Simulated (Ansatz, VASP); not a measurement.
## Two plane-wave programs on TaN

```
Ta N
1.0
     2.93800    0.02203    0.00000
    -1.44992    2.53336    0.00000
     0.00000    0.00000    2.88300
Ta N
1 1
Direct
  0.33333 0.66667 0.50000
  0.00000 0.00000 0.00000
```

Change from the starting cell: strain +0.0150 x Voigt [0, 0, 0, 0, 0, 1], atoms carried along.

Alike in both runs: task single point; functional PBEsol; k mesh 18 × 18 × 16; occupations gaussian, width 0.15 eV; no spin polarisation.

|  | VASP | Ansatz |
| --- | --- | --- |
| version | VASP 6.6.1 | Ansatz 0.2.0 |
| potentials or method | VASP PAW PBE potentials, release 64 (Ta_pv, N), cutoff 520 eV | scalar-relativistic, plane waves, PAW |
| valence electrons in the cell | 16 | 18 |

VASP gave:

* gap on the k mesh at the Fermi level (eV): none
* pressure (GPa): -4.0
* traceless stress, the component that is largest in VASP (GPa): -3.34
* rms of the force components (eV/Å): 0.015

Which values does Ansatz return?

gap on the k mesh at the Fermi level (eV): none; pressure (GPa): -4.8; traceless stress, the component that is largest in VASP (GPa): -3.33; rms of the force components (eV/Å): 0.014.

VASP's potentials were made for PBE, not for PBEsol. Atom by atom the forces differ by 0.001 eV/Å (rms over components). A gap of «none» marks a metal or a gap that the smearing closes. VASP's potentials hold 16 valence electrons a cell and Ansatz's 18, so a difference there can come from the potentials and not from the codes.

Neither program's run includes spin-orbit coupling.
